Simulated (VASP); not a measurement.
Input of a VASP 6.6.1 run:

The input POSCAR:

```
AgCl
1.0
    3.4339730000      0.0000000000      0.0000000000
    0.0000000000      3.3309538100      0.0000000000
    0.0000000000      0.0000000000      3.4339730000
Ag Cl
1 1
Direct
    0.0000000000      0.0000000000      0.0000000000
    0.5000000000      0.5000000000      0.5000000000
```

Contents of INCAR.step1:

```
  ALGO = Normal
  EDIFF = 1E-4
  ENCUT = 520
  GGA = PE
  ISMEAR = 0
  LASPH = True
  LCHARG = False
  LREAL = False
  LWAVE = True
  NBANDS = 16
  NELM = 100
  PREC = Accurate
  SIGMA = 0.05
```

File INCAR.step2:

```
  ALGO = Normal
  EDIFF = 1E-6
  ENCUT = 520
  ISIF = 2
  ISMEAR = 0
  ISTART = 1
  LASPH = True
  LCHARG = False
  LMIXTAU = True
  LREAL = False
  LWAVE = False
  METAGGA = R2SCAN
  NBANDS = 16
  NELM = 100
  PREC = Accurate
  SIGMA = 0.05
```

KPOINTS

```
k-points
0
Gamma
  8 8 8
```

Potentials or basis: VASP PAW PBE potentials, release 64 (Ag, Cl).

The run is started by

```sh
$ cat potpaw_PBE.64/Ag/POTCAR potpaw_PBE.64/Cl/POTCAR > POTCAR
$ cp INCAR.step1 INCAR
$ mpirun -np 1 vasp_std > vasp.out
$ cp INCAR.step2 INCAR
$ mpirun -np 1 vasp_std > vasp.out
```

(1) What does it give for the pressure?

(2) Predict the band gap on the k mesh.

## Answers

(1) -0.3 GPa.

(2) 1.13 eV, indirect (least direct gap 2.63 eV).

Caveat: the cell differs from its parent crystal (strain -0.0300 x Voigt [0, 1, 0, 0, 0, 0]); the PAW data sets were made with another functional, which shifts forces and pressure a little.
